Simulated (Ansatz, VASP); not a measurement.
**One calculation of CuF, two programs**

```xyz
4
Lattice="2.7625 0.0000 0.0000 -1.3813 2.3924 0.0000 0.0000 0.0000 6.4020" Properties=species:S:1:pos:R:3 pbc="T T T"
Cu    0.0000    0.0000    0.0000
Cu    0.0000    0.0000    3.2010
F     0.0000    1.5950    1.6005
F     1.3813    0.7975    4.8015
```

Alike in both runs: task single point; functional PBE; k mesh 9 × 9 × 4; no spin polarisation.

```csv
,VASP,Ansatz
version,VASP 6.6.1,Ansatz 0.2.0
potentials or method,"VASP PAW PBE potentials, release 64 (Cu, F)",plane waves
plane-wave cutoff (eV),520,420
occupations,"methfessel-paxton of order 1, width 0.2 eV","cold, width 0.2 eV"
valence electrons in the cell,36,52
```

VASP gave:

| Property | Result |
| --- | --- |
| pressure (GPa) | 6.2 |
| traceless stress, the component that is largest in VASP (GPa) | 1.72 |

Which values does Ansatz return?

Pressure (GPa): 6.0; traceless stress, the component that is largest in VASP (GPa): 1.44.

VASP's potentials hold 36 valence electrons a cell and Ansatz's 52, so a difference there can come from the potentials and not from the codes.
